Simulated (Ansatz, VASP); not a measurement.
Ga3SbAs2 in VASP and in Ansatz

INCAR

```
SYSTEM = Ga3SbAs2
PREC = Accurate
ENCUT = 520
EDIFF = 1E-6
ISMEAR = 0
SIGMA = 0.1
LREAL = .FALSE.
LASPH = .TRUE.
NELM = 60
ALGO = Normal
ISIF = 2
LWAVE = .FALSE.
LCHARG = .FALSE.
GGA = PE
NBANDS = 36
```

Contents of KPOINTS:

```
regular mesh
0
G
  6 6 6
  0 0 0
```

The input POSCAR:

```
Ga3SbAs2
1.0
   -1.9887365900      1.9887365900      8.4374947600
    1.9887365900     -1.9887365900      8.4374947600
    1.9887365900      1.9887365900     -8.4374947600
Ga Sb As
3 1 2
Direct
    0.6666666700      0.6666666700      0.0000000000
    0.3333333300      0.3333333300      0.0000000000
    0.0000000000      0.0000000000      0.0000000000
    0.2500000000      0.7500000000      0.5000000000
    0.9166666700      0.4166666700      0.5000000000
    0.5833333300      0.0833333300      0.5000000000
```

Input for Ansatz:

```yaml
crystal:
  lattice:
    - [-1.98873659, 1.98873659, 8.43749476]
    - [1.98873659, -1.98873659, 8.43749476]
    - [1.98873659, 1.98873659, -8.43749476]
  atoms:
    - { symbol: Ga, position: [0.66666667, 0.66666667, 0.0] }
    - { symbol: Ga, position: [0.33333333, 0.33333333, 0.0] }
    - { symbol: Ga, position: [0.0, 0.0, 0.0] }
    - { symbol: Sb, position: [0.25, 0.75, 0.5] }
    - { symbol: As, position: [0.91666667, 0.41666667, 0.5] }
    - { symbol: As, position: [0.58333333, 0.08333333, 0.5] }
basis:
  ecutwfc: 420
kpoints:
  mp_grid: { grid: [6, 6, 6] }
hamiltonian:
  xc: pbe
scf:
  occupations: { method: gaussian, width: 0.1 }
  lower_state_search: "off"
output:
  forces: true
  stress: true
  eigenvalues: true
```

Alike in both runs: task single point; functional PBE; k mesh 6 × 6 × 6; occupations gaussian, width 0.1 eV; no spin polarisation.

|  | VASP | Ansatz |
| --- | --- | --- |
| version | VASP 6.6.1 | Ansatz 0.2.0 |
| potentials or method | VASP PAW PBE potentials, release 64 (Ga_d, Sb, As), cutoff 520 eV | scalar-relativistic, plane waves, PAW |
| valence electrons in the cell | 54 | 84 |

|  | VASP | Ansatz | Ansatz less VASP |
| --- | --- | --- | --- |
| gap on the k mesh at the Fermi level (eV) | 0.85 | 0.85 | 0.000 |
| least direct gap on the mesh (eV) | 0.85 | 0.85 | 0.000 |
| pressure (GPa) | 12.2 | 12.0 | -0.24 |
| traceless stress, the component that is largest in VASP (GPa) | -0.37 | -0.37 | +0.004 |
| rms of the force components (eV/Å) | 0.601 | 0.600 | -0.0010 |

Atom by atom the forces differ by 0.001 eV/Å (rms over components). The functional is the same, so the differences come from potentials, cutoffs and numerics. VASP's potentials hold 54 valence electrons a cell and Ansatz's 84, so a difference there can come from the potentials and not from the codes.

Spin-orbit coupling is off throughout.
